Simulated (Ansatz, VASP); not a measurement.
**Zn4SnN: VASP beside Ansatz**

```
CELL_PARAMETERS angstrom
3.86484 0.00000 0.00000
0.00000 3.86484 0.00000
0.00000 0.00000 5.83840
ATOMIC_POSITIONS crystal
Zn 0.50000 0.00000 0.71639
Zn 0.00000 0.50000 0.28361
Zn 0.50000 0.00000 0.28361
Zn 0.00000 0.50000 0.71639
Sn 0.00000 0.00000 0.00000
N 0.50000 0.50000 0.50000
```

Change from the starting cell: species swapped into the KLaF4 type (P4/mmm, No. 123).

Alike in both runs: task relaxation of cell and atoms; functional PBE; k mesh 4 × 4 × 4; occupations gaussian, width 0.1 eV; no spin polarisation.

```csv
,VASP,Ansatz
version,VASP 6.6.1,Ansatz 0.2.0
potentials or method,"VASP PAW PBE potentials, release 64 (Zn, Sn_d, N), cutoff 600 eV","scalar-relativistic, plane waves, PAW"
valence electrons in the cell,67,67
```

```csv
,VASP,Ansatz,Ansatz less VASP
"gap on the k mesh at the Fermi level, each at its own relaxed structure (eV)",none,none,-
relaxed volume (Å³/atom),17.14,17.08,-0.056
relaxed cell length with the largest relative difference (Å),6.981,6.962,-0.0193
```

A gap of «none» marks a metal or a gap that the smearing closes.

The k mesh is coarse, so the values compare programs but aren't converged. Noted on VASP's run: the volume moved by over 15 % at a fixed basis, so the end points are rough.
